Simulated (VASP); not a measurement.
Wanted: the native input for a VASP 6.6.1 run.

```
Task                   : single point
Functional             : PBEsol
Potentials or basis    : VASP PAW PBE potentials, release 64 (W_sv)
Cutoff                 : 520 eV
k mesh                 : 20 × 20 × 20
Occupations            : gaussian, width 0.15 eV
Spin                   : no spin polarisation
Dipole correction      : no
Further INCAR settings : ALGO = Fast; EDIFF = 1e-06; NBANDS = 13
```

The structure of W lies in POSCAR:

```
W
1.0
    0.0000000000      2.1315000000      2.0300000000
    2.0300000000      0.0000000000      2.0300000000
    2.0300000000      2.1315000000      0.0000000000
W
1
Direct
    0.0000000000      0.0000000000      0.0000000000
```

This cell differs from its parent crystal: strain +0.0500 x Voigt [0, 1, 0, 0, 0, 0].

One way to write it, as run:

INCAR

```
SYSTEM = W
PREC = Accurate ; ENCUT = 520
EDIFF = 1E-6 ; ISMEAR = 0
SIGMA = 0.15 ; LREAL = .False.
LASPH = .True. ; NELM = 100
ALGO = Fast ; ISIF = 2
LWAVE = .False. ; LCHARG = .True.
GGA = PS ; LELF = .True.
LVHAR = .True. ; NBANDS = 13
```

KPOINTS

```
regular mesh
0
Gamma
  20 20 20
  0 0 0
```

Potentials or basis: VASP PAW PBE potentials, release 64 (W_sv).

Run with:

```console
$ cat potpaw_PBE.64/W_sv/POTCAR > POTCAR
$ mpirun -np 1 vasp_std > vasp.out
```

Results of the run:

The pressure is -23.3 GPa. The band gap on the k mesh is zero (band 7 reaches 12.44 eV, above the bottom of band 8 at 9.05 eV).

Caveat: the cell differs from its parent crystal (strain +0.0500 x Voigt [0, 1, 0, 0, 0, 0]); the PAW data sets were made with another functional, which shifts forces and pressure a little; spin-orbit coupling is left out, which moves the levels of the heavy elements.

Run time: 4.7 min on 1 thread of AMD EPYC 7R13, with other jobs on the host, peak memory 0.22 GiB.
